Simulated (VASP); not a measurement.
# HfB2 (Fm-3m) in VASP: notebook

HfB2 is run at these levels: PBE; tasks: single point, relaxation of cell and atoms.

Everything below comes from runs of VASP 6.6.1. Logs are shortened: lines on timing, memory, paths and dates and some standing lists are left out, and cuts for length are marked.

**1. The cell of the first run**

The structure is cubic, space group Fm-3m (No. 225). Conventional cell: a = 5.433 Å, b = 5.433 Å, c = 5.433 Å, α = 90.00°, β = 90.00°, γ = 90.00°. Within 3.1 Å of Hf (site symmetry m-3m) lie 8 B at 2.35 Å. B (site symmetry -43m) has 4 Hf at 2.35 Å and 6 B at 2.72 Å within 3.1 Å.

**2. Single point, PBE**

File INCAR:

```
ALGO = Normal
EDIFF = 1E-6
ENCUT = 500
GGA = PE
GGA_COMPAT = F
ISIF = 2
ISMEAR = -1
LASPH = T
LCHARG = T
LELF = T
LREAL = F
LVHAR = T
LWAVE = F
NBANDS = 15
NELM = 120
PREC = Accurate
SIGMA = 0.05
```

File KPOINTS:

```
k-points
0
Gamma
  16 16 16
```

File POSCAR:

```
HfB2
1.0
    0.0000000000      2.7166548249      2.7166548249
    2.7166548249      0.0000000000      2.7166548249
    2.7166548249      2.7166548249      0.0000000000
Hf B
1 2
Direct
    0.0000000000      0.0000000000      0.0000000000
    0.2500000000      0.2500000000      0.2500000000
    0.7500000000      0.7500000000      0.7500000000
```

Potentials or basis: VASP PAW PBE potentials, release 64 (Hf_pv, B).

The run is started by

```sh
$ cat potpaw_PBE.64/Hf_pv/POTCAR potpaw_PBE.64/B/POTCAR > POTCAR
$ mpirun -np 1 vasp_std > vasp.out
```

OUTCAR:

```text
EDIFF = 1E-6
   ENCUT = 500
   GGA = PE
   ISIF = 2
   ISMEAR = -1
   LASPH = T
   LREAL = F
   NELM = 120
   PREC = Accurate

 ion  position               nearest neighbor table
   1  0.000  0.000  0.000-   3 2.35   3 2.35   3 2.35   2 2.35   3 2.35   2 2.35   2 2.35   2 2.35

   2  0.250  0.250  0.250-   1 2.35   1 2.35   1 2.35   1 2.35
   3  0.750  0.750  0.750-   1 2.35   1 2.35   1 2.35   1 2.35

  LATTYP: Found a face centered cubic cell.
 ALAT       =     5.4333096498

  Lattice vectors:

 A1 = (   0.0000000000,   2.7166548249,   2.7166548249)
 A2 = (   2.7166548249,   0.0000000000,   2.7166548249)
 A3 = (   2.7166548249,   2.7166548249,   0.0000000000)

Analysis of symmetry for initial positions (statically):
=====================================================================
 Subroutine PRICEL returns:
 Original cell was already a primitive cell.

 Routine SETGRP: Setting up the symmetry group for a
 face centered cubic supercell.

 Subroutine GETGRP returns: Found 48 space group operations
 (whereof 48 operations were pure point group operations)
 out of a pool of 48 trial point group operations.

The static configuration has the point symmetry O_h .

Analysis of symmetry for dynamics (positions and initial velocities):
=====================================================================
 Subroutine PRICEL returns:
 Original cell was already a primitive cell.

 Routine SETGRP: Setting up the symmetry group for a
 face centered cubic supercell.

 Subroutine GETGRP returns: Found 48 space group operations
 (whereof 48 operations were pure point group operations)
 out of a pool of 48 trial point group operations.

The dynamic configuration has the point symmetry O_h .

 Subroutine INISYM returns: Found 48 space group operations
 (whereof 48 operations are pure point group operations),
 and found     1 'primitive' translations

----------------------------------------------------------------------------------------

                                     Primitive cell

  volume of cell :      40.0990

  direct lattice vectors                    reciprocal lattice vectors
     0.000000000  2.716654825  2.716654825    -0.184049882  0.184049882  0.184049882
     2.716654825  0.000000000  2.716654825     0.184049882 -0.184049882  0.184049882
     2.716654825  2.716654825  0.000000000     0.184049882  0.184049882 -0.184049882

  length of vectors
     3.841930098  3.841930098  3.841930098     0.318783747  0.318783747  0.318783747

  position of ions in fractional coordinates (direct lattice)
     0.000000000  0.000000000  0.000000000
     0.250000000  0.250000000  0.250000000
     0.750000000  0.750000000  0.750000000

  ion indices of the primitive-cell ions
   primitive index   ion index
                 1           1
                 2           2
                 3           3

----------------------------------------------------------------------------------------

 KPOINTS: k-points

Automatic generation of k-mesh.
 Grid dimensions read from file:
 generate k-points for:   16   16   16

 Generating k-lattice:

  Cartesian coordinates                     Fractional coordinates (reciprocal lattice)
    -0.011503118  0.011503118  0.011503118     0.062500000  0.000000000  0.000000000
     0.011503118 -0.011503118  0.011503118     0.000000000  0.062500000  0.000000000
     0.011503118  0.011503118 -0.011503118     0.000000000  0.000000000  0.062500000

  Length of vectors
     0.019923984  0.019923984  0.019923984

  Shift w.r.t. Gamma in fractional coordinates (k-lattice)
     0.000000000  0.000000000  0.000000000

 Subroutine IBZKPT returns following result:
 ===========================================

 Found    145 irreducible k-points:

 Following reciprocal coordinates:
            Coordinates               Weight
  0.000000  0.000000  0.000000      1.000000
  0.062500  0.000000  0.000000      8.000000
  0.125000  0.000000  0.000000      8.000000
  0.187500  0.000000  0.000000      8.000000
  0.250000  0.000000  0.000000      8.000000
  0.312500  0.000000  0.000000      8.000000
[... 16 lines left out ...]
 -0.125000  0.062500  0.000000     24.000000
 -0.062500  0.062500  0.000000     12.000000
 [... further k-points ...]
   k-points           NKPTS =    145   k-points in BZ     NKDIM =    145   number of bands    NBANDS=     15
   number of dos      NEDOS =    301   number of ions     NIONS =      3
   total plane-waves  NPLWV =  21952
   dimension x,y,z NGX =    28 NGY =   28 NGZ =   28
   dimension x,y,z NGXF=    56 NGYF=   56 NGZF=   56
   ions per type =               1   2
   NGX,Y,Z   is equivalent  to a cutoff of  12.12, 12.12, 12.12 a.u.
   NGXF,Y,Z  is equivalent  to a cutoff of  24.23, 24.23, 24.23 a.u.
 SYSTEM =  unknown system
   PREC   = accura    normal or accurate (medium, high low for compatibility)
   ISTART =      0    job   : 0-new  1-cont  2-samecut
   ICHARG =      2    charge: 1-file 2-atom 10-const
   ISPIN  =      1    spin polarized calculation?
   LNONCOLLINEAR =      F non collinear calculations
   LSORBIT =      F    spin-orbit coupling
   LASPH  =      T    aspherical Exc in radial PAW
   ENCUT  =  500.0 eV  36.75 Ry    6.06 a.u.   7.00  7.00  7.00*2*pi/ulx,y,z
   NELM   =    120;   NELMIN=  2; NELMDL= -5     # of ELM steps
   EDIFF  = 0.1E-05   stopping-criterion for ELM
   LREAL  =      F    real-space projection
   EDIFFG = 0.1E-04   stopping-criterion for IOM
   NSW    =      0    number of steps for IOM
   IBRION =     -1    ionic relax: 0-MD 1-quasi-New 2-CG
   NFREE  =      0    steps in history (QN), initial steepest desc. (CG)
   ISIF   =      2    stress and relaxation
   ISYM   =      2    0-nonsym 1-usesym 2-fastsym
   POTIM  = 0.5000    time-step for ionic-motion
   TEBEG  =    0.0;   TEEND  =   0.0 temperature during run
   PSTRESS=    0.0 pullay stress
   NELECT =      16.0000    total number of electrons
   NUPDOWN=      -1.0000    fix difference up-down
   EMIN   =  10.00;   EMAX   =-10.00  energy-range for DOS
   EFERMI =   0.00;   METHOD = LEGACY
   ISMEAR =    -1;   SIGMA  =   0.05  broadening in eV -4-tet -1-fermi 0-gaus
   EFERMI_NEDOS =   21; number of points for ismear=-14 and -15
   IALGO  =     38    algorithm
   IMIX   =      4    mixing-type and parameters
     AMIX     =   0.40;   BMIX     =  1.00
     AMIX_MAG =   1.60;   BMIX_MAG =  1.00
  volume/ion in A,a.u.               =      13.37        90.20
  Fermi-wavevector in a.u.,A,eV,Ry     =   1.205231  2.277557 19.763581  1.452582
  Thomas-Fermi vector in A             =   2.340934
   LORBIT       =      0    0 simple, 1 ext, 2 COOP (PROOUT), +10 PAW based schemes
   GGA     = PE    functional components
   LHFCALC =     F    Hartree Fock is set to
   AEXX    =    0.0000 exact exchange contribution
   IVDW    =     0    specifies the selected vdW correction
   LEPSILON=     F    determine dielectric tensor
   LRPA    =     F    only Hartree local field effects (RPA)
 non-spin polarized calculation
  energy-cutoff  :      500.00
  volume of cell :       40.10
 maximum number of plane-waves:      1036
   NGX = 13   NGY = 13   NGZ = 13

 number of electron      16.0000000 magnetization

 Free energy of the ion-electron system (eV)
  ---------------------------------------------------
  ext. energy  EPLUGINS =         0.00000000
  ---------------------------------------------------
  free energy    TOTEN  =       -21.11561894 eV

  energy without entropy =      -21.10795641  energy(sigma->0) =      -21.11178767

 E-fermi :   4.3371     XC(G=0): -11.0687

 val. band max:        4.3293893167   @ k =  -0.2500   0.3125   0.1250
 cond. band min:       4.3688526772   @ k =  -0.3125   0.3125   0.1250
 fundamental gap:      0.0394633605
 Fermi energy:         4.3371099525

 k-point     1 :       0.0000    0.0000    0.0000
  band No.  band energies     occupation
      1     -25.7219      2.00000
      2     -25.7219      2.00000
      3     -25.7219      2.00000
      4      -6.1640      2.00000
      5       0.8523      2.00000
      6       0.8523      2.00000
      7       0.8523      2.00000
      8       3.4614      2.00000
      9       6.5954      0.00000
     10       6.5954      0.00000
     11       8.3517      0.00000
     12       8.3517      0.00000
     13       8.3517      0.00000
     14      14.5651      0.00000
     15      14.5651      0.00000

 k-point     2 :       0.0625    0.0000    0.0000
  band No.  band energies     occupation
      1     -25.7283      2.00000
      2     -25.7229      2.00000
      3     -25.7229      2.00000
      4      -6.0968      2.00000
      5       0.6555      2.00000
      6       0.8938      2.00000
      7       0.8938      2.00000
      8       3.7114      1.99999
      9       6.3693      0.00000
     10       6.3693      0.00000
     11       8.2829      0.00000
     12       8.6034      0.00000
     13       8.6034      0.00000
     14      13.6342      0.00000
     15      14.3603      0.00000

 k-point     3 :       0.1250    0.0000    0.0000
  band No.  band energies     occupation
      1     -25.7467      2.00000
      2     -25.7258      2.00000
      3     -25.7258      2.00000
      4      -5.8990      2.00000
      5       0.2195      2.00000
      6       1.0124      2.00000
      7       1.0124      2.00000
      8       4.2911      1.42997
      9       5.9363      0.00000
     10       5.9363      0.00000
     11       8.0744      0.00000
     12       9.0726      0.00000
     13       9.0726      0.00000
     14      12.3496      0.00000
     15      13.9930      0.00000
[... 343 lines left out ...]
 k-point    23 :      -0.1250    0.0625    0.0000
  band No.  band energies     occupation
      1     -25.7576      2.00000
      2     -25.7322      2.00000
      3     -25.7261      2.00000
      4      -5.7479      2.00000
      5      -0.0148      2.00000
      6       1.0349      2.00000
      7       1.1380      2.00000
      8       4.6632      0.00294
      9       5.3496      0.00000
     10       6.0494      0.00000
     11       8.1387      0.00000
     12       8.7959      0.00000
     13       9.5574      0.00000
     14      11.9108      0.00000
     15      13.1267      0.00000

 k-point    24 :      -0.0625    0.0625    0.0000
  band No.  band energies     occupation
      1     -25.7374      2.00000
      2     -25.7269      2.00000
      3     -25.7235      2.00000
      4      -5.9858      2.00000
      5       0.4043      2.00000
      6       0.9305      2.00000
      7       0.9770      2.00000
      8       4.0639      1.99157
      9       5.8600      0.00000
     10       6.3397      0.00000
     11       8.4155      0.00000
     12       8.4600      0.00000
     13       9.0933      0.00000
     14      12.9744      0.00000
     15      13.5276      0.00000

 [... further k-points ...]

------------------------ aborting loop because EDIFF is reached ----------------------------------------

  FORCE on cell =-STRESS in cart. coord.  units (eV):
  Direction    XX          YY          ZZ          XY          YZ          ZX
  --------------------------------------------------------------------------------------
  -------------------------------------------------------------------------------------
  Total        0.0923461      0.0923461      0.0923461     -0.0000000      0.0000000      0.0000000
  in kB        3.6897412      3.6897412      3.6897412     -0.0000000      0.0000000      0.0000000
  external PRESSURE =       3.6897412 kB  Pullay stress =       0.0000000 kB

 VOLUME and BASIS-vectors are now :
 -----------------------------------------------------------------------------
  energy-cutoff  :      500.00
  volume of cell :       40.10
      direct lattice vectors                 reciprocal lattice vectors
     0.000000000  2.716654825  2.716654825    -0.184049882  0.184049882  0.184049882
     2.716654825  0.000000000  2.716654825     0.184049882 -0.184049882  0.184049882
     2.716654825  2.716654825  0.000000000     0.184049882  0.184049882 -0.184049882

 POSITION                                       TOTAL-FORCE (eV/Angst)
 -----------------------------------------------------------------------------------
      0.00000      0.00000      0.00000        -0.000000     -0.000000     -0.000000
      1.35833      1.35833      1.35833         0.000000     -0.000000      0.000000
      4.07498      4.07498      4.07498        -0.000000      0.000000     -0.000000
 -----------------------------------------------------------------------------------
    total drift:                               -0.000000     -0.000000      0.000000

  FREE ENERGIE OF THE ION-ELECTRON SYSTEM (eV)
  ---------------------------------------------------
  free  energy   TOTEN  =       -21.1156189368 eV

  energy  without entropy=      -21.1079564101  energy(sigma->0) =      -21.11178767
```

Wall time 39 s (1 thread of Intel Xeon 8259CL, shared host); peak memory 0.22 GiB.

What came out:

```yaml
Free_energy: -21.1156 eV
Pressure: 0.4 GPa
Band_gap_on_the_k_mesh: zero (bands 8 and 9 overlap by 1.76 eV)
```

Levels at points of the mesh, in eV from the Fermi level:
```tsv
k point	band 6	band 7	band 8	band 9	band 10	band 11
(0.00, 0.00, 0.00)	-3.48	-3.48	-0.88	2.26	2.26	4.01
(0.50, 0.00, 0.00)	-2.52	-2.52	0.45	1.36	1.36	1.90
(0.50, 0.50, 0.00)	-5.43	-1.35	-1.35	1.20	1.20	2.49
```

Caveat: spin-orbit coupling is left out, which moves the levels of the heavy elements.

**3. Relaxation of cell and atoms, PBE**

This run uses another cell than the first one, of 10.42 Å³/atom.

File INCAR:

```
SYSTEM = HfB2
PREC = Accurate ; ENCUT = 500
EDIFF = 1E-7 ; ISMEAR = -1
SIGMA = 0.05 ; LREAL = .False.
LASPH = .True. ; NELM = 120
ALGO = Normal ; ISIF = 3
LWAVE = .False. ; LCHARG = .False.
GGA = PE ; IBRION = 2
NSW = 80 ; EDIFFG = -0.01
GGA_COMPAT = .False. ; NELMIN = 4
```

File KPOINTS:

```
Automatic mesh
0
Gamma
  16 16 16
  0 0 0
```

File POSCAR:

```
HfB2
1.0
    0.0000000000      2.5000000000      2.5000000000
    2.5000000000      0.0000000000      2.5000000000
    2.5000000000      2.5000000000      0.0000000000
Hf B
1 2
Direct
    0.0000000000      0.0000000000      0.0000000000
    0.2500000000      0.2500000000      0.2500000000
    0.7500000000      0.7500000000      0.7500000000
```

Potentials or basis: VASP PAW PBE potentials, release 64 (Hf_pv, B).

The run is started by

```sh
$ cat potpaw_PBE.64/Hf_pv/POTCAR potpaw_PBE.64/B/POTCAR > POTCAR
$ mpirun -np 1 vasp_std > vasp.out
```

Wall time 2 min (1 thread of Intel Xeon 8259CL, shared host); peak memory 0.21 GiB.

It converged, with:

| Property | Result |
| --- | --- |
| Free energy | -21.1124 eV |
| Relaxed volume | 13.39 Å³/atom |
| Relaxed cell | a = 3.845 Å, b = 3.845 Å, c = 3.845 Å, α = 60.00°, β = 60.00°, γ = 60.00° |
| Space group after relaxing (to 0.1 Å) | Fm-3m (No. 225) |
| Energy gained by relaxing | 410.6 meV/atom |
| Ionic steps | 4 |
| Pressure after relaxing | 0.1 GPa |
| Band gap on the k mesh | zero (bands 8 and 9 overlap by 1.76 eV) |

The path:
| step | energy change (eV) | largest force (eV/Å) | pressure (GPa) | volume (Å³) |
| --- | --- | --- | --- | --- |
| 1 | 0.0000 | 0.0000 | 54.03 | 31.25 |
| 2 | -0.5327 | 0.0000 | -19.17 | 49.98 |
| 3 | -1.2315 | 0.0000 | -0.59 | 40.38 |
| 4 | -1.2318 | 0.0000 | 0.06 | 40.18 |

Final structure:
```cif
data_structure
_symmetry_space_group_name_H-M 'P 1'
_symmetry_Int_Tables_number 1
_cell_length_a 3.8446
_cell_length_b 3.8446
_cell_length_c 3.8446
_cell_angle_alpha 60.000
_cell_angle_beta 60.000
_cell_angle_gamma 60.000
_cell_volume 40.18
loop_
_atom_site_label
_atom_site_type_symbol
_atom_site_fract_x
_atom_site_fract_y
_atom_site_fract_z
_atom_site_occupancy
Hf1 Hf 0.00000 0.00000 0.00000 1
B1 B 0.25000 0.25000 0.25000 1
B2 B 0.75000 0.75000 0.75000 1
```

Levels at points of the mesh, in eV from the Fermi level:
```
           k point  band 4  band 5  band 6  band 7  band 8  band 9  band 10  band 11  band 12
(0.00, 0.00, 0.00)  -10.49   -3.48   -3.48   -3.48   -0.88    2.26     2.26     4.01     4.01
(0.50, 0.00, 0.00)   -8.02   -6.15   -2.52   -2.52    0.45    1.35     1.35     1.90     3.14
(0.50, 0.50, 0.00)   -6.04   -6.02   -5.42   -1.35   -1.35    1.20     1.20     2.49     3.87
```

Caveat: the volume moved by over 15 % at a fixed basis, so the end points are rough; spin-orbit coupling is left out, which moves the levels of the heavy elements.

The gap in the log of VASP goes by the Fermi energy; the results here count the filled bands.